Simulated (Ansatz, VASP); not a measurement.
**One calculation of Si2Mo, two programs**

```
Si Mo
1.0
    -1.59811    1.59811    3.90520
     1.59811   -1.59811    3.90520
     1.59811    1.59811   -3.90520
Si Mo
2 1
Direct
  0.33521 0.33521 0.00000
  0.66479 0.66479 0.00000
  0.00000 0.00000 0.00000
```

Alike in both runs: functional r2SCAN; dispersion rVV10; k mesh 18 × 18 × 18; occupations gaussian, width 0.1 eV; no spin polarisation.

Ansatz relaxed the structure, and its values are those at the end. VASP's run is a single point on that final structure, the one shown.

|  | VASP | Ansatz |
| --- | --- | --- |
| version | VASP 6.6.1 | Ansatz 0.2.0 |
| potentials or method | VASP PAW PBE potentials, release 64 (Si, Mo_sv), cutoff 520 eV | scalar-relativistic, plane waves, PAW |
| valence electrons in the cell | 22 | 22 |

VASP gave:

* gap on the k mesh at the Fermi level (eV): none
* pressure (GPa): 0.6
* rms of the force components (eV/Å): 0.004

Q: Which values does Ansatz return?

A: gap on the k mesh at the Fermi level (eV): none; pressure (GPa): 0.0; rms of the force components (eV/Å): 0.000.

VASP's potentials were made for PBE, not for r2SCAN. A gap of «none» marks a metal or a gap that the smearing closes.
